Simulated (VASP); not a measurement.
# HgTe (F-43m) in VASP: a series of runs

The runs below take HgTe through single point, with PBE.

Everything below comes from runs of VASP 6.6.1. Logs are shortened: lines on timing, memory, paths and dates and some standing lists are left out, and cuts for length are marked.

### Step 1. The cell of the first run

The structure is cubic, space group F-43m (No. 216). Conventional cell: a = 6.586 Å, b = 6.586 Å, c = 6.586 Å, α = 90.00°, β = 90.00°, γ = 90.00°. Within 3.8 Å of Hg (site symmetry -43m) lie 4 Te at 2.85 Å. Within 3.8 Å of Te (site symmetry -43m) lie 4 Hg at 2.85 Å.

### Step 2. Single point, PBE (volume scaled by 0.97)

Contents of INCAR:

```
ALGO = Normal
EDIFF = 1E-6
ENCUT = 520
GGA = PE
ISIF = 2
ISMEAR = 0
LASPH = True
LCHARG = True
LELF = True
LREAL = False
LVHAR = True
LWAVE = False
NBANDS = 16
NELM = 80
PREC = Accurate
SIGMA = 0.1
```

Contents of KPOINTS:

```
k-points
0
Gamma
  12 12 12
```

Contents of POSCAR:

```
HgTe
1.0
    0.0000000000      3.2928054254      3.2928054254
    3.2928054254      0.0000000000      3.2928054254
    3.2928054254      3.2928054254      0.0000000000
Hg Te
1 1
Direct
    0.0000000000      0.0000000000      0.0000000000
    0.2500000000      0.2500000000      0.2500000000
```

Potentials or basis: VASP PAW PBE potentials, release 64 (Hg, Te).

Started as:

```sh
> cat potpaw_PBE.64/Hg/POTCAR potpaw_PBE.64/Te/POTCAR > POTCAR
> mpirun -np 1 vasp_std > vasp.out
```

OUTCAR:

```text
EDIFF = 1E-6
   ENCUT = 520
   GGA = PE
   ISIF = 2
   ISMEAR = 0
   LASPH = True
   LREAL = False
   NELM = 80
   PREC = Accurate

 ion  position               nearest neighbor table
   1  0.000  0.000  0.000-   2 2.85   2 2.85   2 2.85   2 2.85
   2  0.250  0.250  0.250-   1 2.85   1 2.85   1 2.85   1 2.85

  LATTYP: Found a face centered cubic cell.
 ALAT       =     6.5856108508

  Lattice vectors:

 A1 = (   0.0000000000,   3.2928054254,   3.2928054254)
 A2 = (   3.2928054254,   0.0000000000,   3.2928054254)
 A3 = (   3.2928054254,   3.2928054254,   0.0000000000)

Analysis of symmetry for initial positions (statically):
=====================================================================
 Subroutine PRICEL returns:
 Original cell was already a primitive cell.

 Routine SETGRP: Setting up the symmetry group for a
 face centered cubic supercell.

 Subroutine GETGRP returns: Found 24 space group operations
 (whereof 24 operations were pure point group operations)
 out of a pool of 48 trial point group operations.

The static configuration has the point symmetry T_d .

Analysis of symmetry for dynamics (positions and initial velocities):
=====================================================================
 Subroutine PRICEL returns:
 Original cell was already a primitive cell.

 Routine SETGRP: Setting up the symmetry group for a
 face centered cubic supercell.

 Subroutine GETGRP returns: Found 24 space group operations
 (whereof 24 operations were pure point group operations)
 out of a pool of 48 trial point group operations.

The dynamic configuration has the point symmetry T_d .

 Subroutine INISYM returns: Found 24 space group operations
 (whereof 24 operations are pure point group operations),
 and found     1 'primitive' translations

----------------------------------------------------------------------------------------

                                     Primitive cell

  volume of cell :      71.4049

  direct lattice vectors                    reciprocal lattice vectors
     0.000000000  3.292805425  3.292805425    -0.151846203  0.151846203  0.151846203
     3.292805425  0.000000000  3.292805425     0.151846203 -0.151846203  0.151846203
     3.292805425  3.292805425  0.000000000     0.151846203  0.151846203 -0.151846203

  length of vectors
     4.656730091  4.656730091  4.656730091     0.263005338  0.263005338  0.263005338

  position of ions in fractional coordinates (direct lattice)
     0.000000000  0.000000000  0.000000000
     0.250000000  0.250000000  0.250000000

  ion indices of the primitive-cell ions
   primitive index   ion index
                 1           1
                 2           2

----------------------------------------------------------------------------------------

 KPOINTS: k-points

Automatic generation of k-mesh.
 Grid dimensions read from file:
 generate k-points for:   12   12   12

 Generating k-lattice:

  Cartesian coordinates                     Fractional coordinates (reciprocal lattice)
    -0.012653850  0.012653850  0.012653850     0.083333333  0.000000000  0.000000000
     0.012653850 -0.012653850  0.012653850     0.000000000  0.083333333  0.000000000
     0.012653850  0.012653850 -0.012653850     0.000000000  0.000000000  0.083333333

  Length of vectors
     0.021917111  0.021917111  0.021917111

  Shift w.r.t. Gamma in fractional coordinates (k-lattice)
     0.000000000  0.000000000  0.000000000

 Subroutine IBZKPT returns following result:
 ===========================================

 Found     72 irreducible k-points:

 Following reciprocal coordinates:
            Coordinates               Weight
  0.000000  0.000000  0.000000      1.000000
  0.083333  0.000000  0.000000      8.000000
  0.166667  0.000000  0.000000      8.000000
  0.250000  0.000000  0.000000      8.000000
  0.333333  0.000000  0.000000      8.000000
  0.416667  0.000000  0.000000      8.000000
[... 16 lines left out ...]
  0.500000  0.166667  0.000000     24.000000
 -0.416667  0.166667  0.000000     24.000000
 [... further k-points ...]
   k-points           NKPTS =     72   k-points in BZ     NKDIM =     72   number of bands    NBANDS=     16
   number of dos      NEDOS =    301   number of ions     NIONS =      2
   total plane-waves  NPLWV =  46656
   dimension x,y,z NGX =    36 NGY =   36 NGZ =   36
   dimension x,y,z NGXF=    72 NGYF=   72 NGZF=   72
   ions per type =               1   1
   NGX,Y,Z   is equivalent  to a cutoff of  12.85, 12.85, 12.85 a.u.
   NGXF,Y,Z  is equivalent  to a cutoff of  25.70, 25.70, 25.70 a.u.
 SYSTEM =  unknown system
   PREC   = accura    normal or accurate (medium, high low for compatibility)
   ISTART =      0    job   : 0-new  1-cont  2-samecut
   ICHARG =      2    charge: 1-file 2-atom 10-const
   ISPIN  =      1    spin polarized calculation?
   LNONCOLLINEAR =      F non collinear calculations
   LSORBIT =      F    spin-orbit coupling
   LASPH  =      T    aspherical Exc in radial PAW
   ENCUT  =  520.0 eV  38.22 Ry    6.18 a.u.   8.66  8.66  8.66*2*pi/ulx,y,z
   NELM   =     80;   NELMIN=  2; NELMDL= -5     # of ELM steps
   EDIFF  = 0.1E-05   stopping-criterion for ELM
   LREAL  =      F    real-space projection
   EDIFFG = 0.1E-04   stopping-criterion for IOM
   NSW    =      0    number of steps for IOM
   IBRION =     -1    ionic relax: 0-MD 1-quasi-New 2-CG
   NFREE  =      0    steps in history (QN), initial steepest desc. (CG)
   ISIF   =      2    stress and relaxation
   ISYM   =      2    0-nonsym 1-usesym 2-fastsym
   POTIM  = 0.5000    time-step for ionic-motion
   TEBEG  =    0.0;   TEEND  =   0.0 temperature during run
   PSTRESS=    0.0 pullay stress
   NELECT =      18.0000    total number of electrons
   NUPDOWN=      -1.0000    fix difference up-down
   EMIN   =  10.00;   EMAX   =-10.00  energy-range for DOS
   EFERMI =   0.00;   METHOD = LEGACY
   ISMEAR =     0;   SIGMA  =   0.10  broadening in eV -4-tet -1-fermi 0-gaus
   EFERMI_NEDOS =   21; number of points for ismear=-14 and -15
   IALGO  =     38    algorithm
   IMIX   =      4    mixing-type and parameters
     AMIX     =   0.40;   BMIX     =  1.00
     AMIX_MAG =   1.60;   BMIX_MAG =  1.00
  volume/ion in A,a.u.               =      35.70       240.93
  Fermi-wavevector in a.u.,A,eV,Ry     =   1.034164  1.954287 14.551378  1.069496
  Thomas-Fermi vector in A             =   2.168446
   LORBIT       =      0    0 simple, 1 ext, 2 COOP (PROOUT), +10 PAW based schemes
   GGA     = PE    functional components
   LHFCALC =     F    Hartree Fock is set to
   AEXX    =    0.0000 exact exchange contribution
   IVDW    =     0    specifies the selected vdW correction
   LEPSILON=     F    determine dielectric tensor
   LRPA    =     F    only Hartree local field effects (RPA)
 non-spin polarized calculation
 Gauss-broadening in eV      SIGMA  =   0.10
  energy-cutoff  :      520.00
  volume of cell :       71.40
 maximum number of plane-waves:      1948
   NGX = 17   NGY = 17   NGZ = 17

 number of electron      18.0000001 magnetization

 Free energy of the ion-electron system (eV)
  ---------------------------------------------------
  ext. energy  EPLUGINS =         0.00000000
  ---------------------------------------------------
  free energy    TOTEN  =        -3.64375076 eV

  energy without entropy =       -3.64358963  energy(sigma->0) =       -3.64367020

 E-fermi :   2.5901     XC(G=0):  -8.4901

 val. band max:        2.5216765562   @ k =   0.0000   0.0000   0.0000
 cond. band min:       2.9035281502   @ k =   0.0833   0.0000   0.0000
 fundamental gap:      0.3818515941
 Fermi energy:         2.5900712948

 k-point     1 :       0.0000    0.0000    0.0000
  band No.  band energies     occupation
      1      -9.0801      2.00000
      2      -4.5202      2.00000
      3      -4.5202      2.00000
      4      -4.5202      2.00000
      5      -4.0556      2.00000
      6      -4.0556      2.00000
[... 8 lines left out ...]
     15      11.9941      0.00000
     16      11.9941      0.00000

 k-point     2 :       0.0833    0.0000    0.0000
  band No.  band energies     occupation
      1      -9.0490      2.00000
      2      -4.5115      2.00000
      3      -4.5115      2.00000
      4      -4.5077      2.00000
      5      -4.0565      2.00000
      6      -4.0565      2.00000
[... 8 lines left out ...]
     15      11.5022      0.00000
     16      11.5022      0.00000

 k-point     3 :       0.1667    0.0000    0.0000
  band No.  band energies     occupation
      1      -8.9622      2.00000
      2      -4.4885      2.00000
      3      -4.4885      2.00000
      4      -4.4627      2.00000
      5      -4.0578      2.00000
      6      -4.0578      2.00000
[... 8 lines left out ...]
     15      11.0909      0.00000
     16      11.0909      0.00000

 k-point     4 :       0.2500    0.0000    0.0000
  band No.  band energies     occupation
      1      -8.8391      2.00000
      2      -4.4591      2.00000
      3      -4.4591      2.00000
      4      -4.3648      2.00000
      5      -4.0562      2.00000
      6      -4.0562      2.00000
[... 8 lines left out ...]
     15      11.0293      0.00000
     16      11.0293      0.00000

 k-point     5 :       0.3333    0.0000    0.0000
  band No.  band energies     occupation
      1      -8.7104      2.00000
      2      -4.4331      2.00000
      3      -4.4331      2.00000
      4      -4.1910      2.00000
      5      -4.0497      2.00000
      6      -4.0497      2.00000
[... 8 lines left out ...]
     15      11.3743      0.00000
     16      11.3743      0.00000

 k-point     6 :       0.4167    0.0000    0.0000
  band No.  band energies     occupation
      1      -8.6126      2.00000
      2      -4.4168      2.00000
      3      -4.4168      2.00000
      4      -4.0414      2.00000
      5      -4.0414      2.00000
      6      -3.9469      2.00000
[... 8 lines left out ...]
     15      12.0207      0.00000
     16      12.0207      0.00000
[... 267 lines left out ...]
 k-point    21 :       0.3333    0.1667    0.0000
  band No.  band energies     occupation
      1      -8.7130      2.00000
      2      -4.4323      2.00000
      3      -4.3917      2.00000
      4      -4.3026      2.00000
      5      -4.0597      2.00000
      6      -4.0312      2.00000
[... 8 lines left out ...]
     15      11.8896      0.00000
     16      12.1666      0.00000

 k-point    22 :       0.4167    0.1667    0.0000
  band No.  band energies     occupation
      1      -8.6041      2.00000
      2      -4.4084      2.00000
      3      -4.3713      2.00000
      4      -4.1697      2.00000
      5      -4.0286      2.00000
      6      -3.9827      2.00000
[... 8 lines left out ...]
     15      11.9098      0.00000
     16      12.5737      0.00000

 k-point    23 :       0.5000    0.1667    0.0000
  band No.  band energies     occupation
      1      -8.5344      2.00000
      2      -4.3944      2.00000
      3      -4.3645      2.00000
      4      -4.0964      2.00000
      5      -4.0329      2.00000
      6      -3.8047      2.00000
[... 8 lines left out ...]
     15      12.1069      0.00000
     16      12.6081      0.00000

 k-point    24 :      -0.4167    0.1667    0.0000
  band No.  band energies     occupation
      1      -8.5253      2.00000
      2      -4.3891      2.00000
      3      -4.3709      2.00000
      4      -4.0681      2.00000
      5      -4.0456      2.00000
      6      -3.7622      2.00000
[... 8 lines left out ...]
     15      11.8144      0.00000
     16      12.0654      0.00000

 [... further k-points ...]
[... 5 lines left out ...]
  --------------------------------------------------------------------------------------
  -------------------------------------------------------------------------------------
  Total        0.5065593      0.5065593      0.5065593      0.0000000      0.0000000      0.0000000
  in kB       11.3661304     11.3661304     11.3661304      0.0000000      0.0000000      0.0000000
  external PRESSURE =      11.3661304 kB  Pullay stress =       0.0000000 kB

 VOLUME and BASIS-vectors are now :
 -----------------------------------------------------------------------------
  energy-cutoff  :      520.00
  volume of cell :       71.40
      direct lattice vectors                 reciprocal lattice vectors
     0.000000000  3.292805425  3.292805425    -0.151846203  0.151846203  0.151846203
     3.292805425  0.000000000  3.292805425     0.151846203 -0.151846203  0.151846203
     3.292805425  3.292805425  0.000000000     0.151846203  0.151846203 -0.151846203

 POSITION                                       TOTAL-FORCE (eV/Angst)
 -----------------------------------------------------------------------------------
      0.00000      0.00000      0.00000        -0.000000     -0.000000     -0.000000
      1.64640      1.64640      1.64640         0.000000      0.000000      0.000000
 -----------------------------------------------------------------------------------
    total drift:                               -0.000000     -0.000000     -0.000000

  FREE ENERGIE OF THE ION-ELECTRON SYSTEM (eV)
  ---------------------------------------------------
  free  energy   TOTEN  =        -3.6437507563 eV

  energy  without entropy=       -3.6435896339  energy(sigma->0) =       -3.64367020
```

Wall time 59 s (1 thread of Intel Xeon Platinum 8259CL at 2.50GHz (Skylake/Cascade Lake), shared host); peak memory 0.26 GiB.

Results:

* Free energy: -3.6438 eV
* Pressure: 1.1 GPa
* Band gap on the k mesh: zero (filled and empty bands touch)

Levels at points of the mesh, in eV from the Fermi level:
| k point | band 7 | band 8 | band 9 | band 10 | band 11 | band 12 |
| --- | --- | --- | --- | --- | --- | --- |
| (0.00, 0.00, 0.00) | -0.93 | -0.07 | -0.07 | -0.07 | 4.26 | 4.26 |
| (0.50, 0.00, 0.00) | -5.20 | -0.95 | -0.95 | 0.64 | 5.02 | 5.02 |
| (0.50, 0.50, 0.00) | -5.20 | -2.11 | -2.11 | 1.84 | 2.57 | 7.95 |

Caveat: the cell differs from its parent crystal (volume scaled by 0.97); spin-orbit coupling is left out, which moves the levels of the heavy elements.

### Step 3. Single point, PBE

This run uses another cell than the first one, of 36.81 Å³/atom, 1.031 times its volume.

Contents of INCAR:

```
SYSTEM = HgTe
ALGO     = Normal         ! electronic algorithm
EDIFF    = 1E-6           ! SCF threshold, eV
ENCUT    = 520            ! plane-wave cutoff, eV
GGA      = PE             ! functional
ISIF     = 2              ! what is computed and relaxed
ISMEAR   = 0              ! smearing method
LASPH    = .TRUE.         ! aspherical terms in the spheres
LCHARG   = .FALSE.        ! write CHGCAR
LREAL    = .FALSE.        ! projectors in reciprocal space
LWAVE    = .FALSE.        ! write WAVECAR
NBANDS   = 16             ! bands
NELM     = 100            ! most SCF steps
PREC     = Accurate       ! precision mode
SIGMA    = 0.1            ! smearing width, eV
```

Contents of KPOINTS:

```
k-points
0
G
  12 12 12
  0 0 0
```

Contents of POSCAR:

```
HgTe
1.0
    0.0000000000      3.3264078016      3.3264078016
    3.3264078016      0.0000000000      3.3264078016
    3.3264078016      3.3264078016      0.0000000000
Hg Te
1 1
Direct
    0.0000000000      0.0000000000      0.0000000000
    0.2500000000      0.2500000000      0.2500000000
```

Potentials or basis: VASP PAW PBE potentials, release 64 (Hg, Te).

Started as:

```sh
> cat potpaw_PBE.64/Hg/POTCAR potpaw_PBE.64/Te/POTCAR > POTCAR
> mpirun -np 1 vasp_std > vasp.out
```

Run time: 51 s. Hardware: 1 thread of Intel Xeon Platinum 8259CL at 2.50GHz (Skylake/Cascade Lake), shared host; peak memory 0.26 GiB.

The run converged. Its results:

```
Free energy            : -3.6519 eV
Pressure               : 0.0 GPa
Band gap on the k mesh : zero (filled and empty bands touch)
```

Levels at points of the mesh, in eV from the Fermi level:
```tsv
k point	band 5	band 6	band 7	band 8	band 9	band 10	band 11	band 12	band 13	band 14
(0.00, 0.00, 0.00)	-6.53	-6.53	-1.00	-0.07	-0.07	-0.07	4.30	4.30	4.30	6.44
(0.50, 0.00, 0.00)	-6.51	-6.28	-5.02	-0.90	-0.90	0.63	5.04	5.04	6.73	7.69
(0.50, 0.50, 0.00)	-6.48	-6.16	-5.05	-2.00	-2.00	1.84	2.64	7.85	8.43	8.43
```

Caveat: spin-orbit coupling is left out, which moves the levels of the heavy elements.

### Step 4. Single point, PBE (volume scaled by 1.03)

Contents of INCAR:

```
ALGO = Normal
EDIFF = 1E-6
ENCUT = 520
GGA = PE
ISIF = 2
ISMEAR = 0
LASPH = T
LCHARG = T
LELF = T
LREAL = F
LVHAR = T
LWAVE = F
NBANDS = 16
NELM = 100
PREC = Accurate
SIGMA = 0.1
```

Contents of KPOINTS:

```
k-points
0
Gamma
  12 12 12
```

Contents of POSCAR:

```
HgTe
1.0
    0.0000000000      3.3593446744      3.3593446744
    3.3593446744      0.0000000000      3.3593446744
    3.3593446744      3.3593446744      0.0000000000
Hg Te
1 1
Direct
    0.0000000000      0.0000000000      0.0000000000
    0.2500000000      0.2500000000      0.2500000000
```

Started as:

```sh
> cat potpaw_PBE.64/Hg/POTCAR potpaw_PBE.64/Te/POTCAR > POTCAR
> mpirun -np 1 vasp_std > vasp.out
```

Run time: 51 s. Hardware: 1 thread of Intel Xeon Platinum 8259CL at 2.50GHz (Skylake/Cascade Lake), shared host; peak memory 0.26 GiB.

Results (log left out):

| Item | Value |
| --- | --- |
| Free energy | -3.6458 eV |
| Pressure | -0.9 GPa |
| Band gap on the k mesh | zero (filled and empty bands touch) |

Levels at points of the mesh, in eV from the Fermi level:
| k point | band 7 | band 8 | band 9 | band 10 | band 11 | band 12 |
| --- | --- | --- | --- | --- | --- | --- |
| (0.00, 0.00, 0.00) | -1.06 | -0.07 | -0.07 | -0.07 | 4.34 | 4.34 |
| (0.50, 0.00, 0.00) | -4.85 | -0.85 | -0.85 | 0.62 | 5.06 | 5.06 |
| (0.50, 0.50, 0.00) | -4.90 | -1.89 | -1.89 | 1.83 | 2.71 | 7.75 |

Caveat: the cell differs from its parent crystal (volume scaled by 1.03); spin-orbit coupling is left out, which moves the levels of the heavy elements.

### Step 5. The runs side by side

```csv
cell,gap on the mesh (eV),pressure (GPa)
"a = 4.657 Å, angles 60.0°, 2 atoms",none,1.1
"a = 4.704 Å, angles 60.0°, 2 atoms",none,0.0
"a = 4.751 Å, angles 60.0°, 2 atoms",none,-0.9
```

Alike in all rows: task single point; level PBE; potentials or basis VASP PAW PBE potentials, release 64 (Hg, Te); no spin polarisation; k mesh 12 × 12 × 12; cutoff (eV) 520; smearing gaussian 0.1 eV.

Caveats: spin-orbit coupling is left out, which moves the levels of the heavy elements.

Total energies depend on the potentials used, so only differences within one code and one set of settings carry meaning.
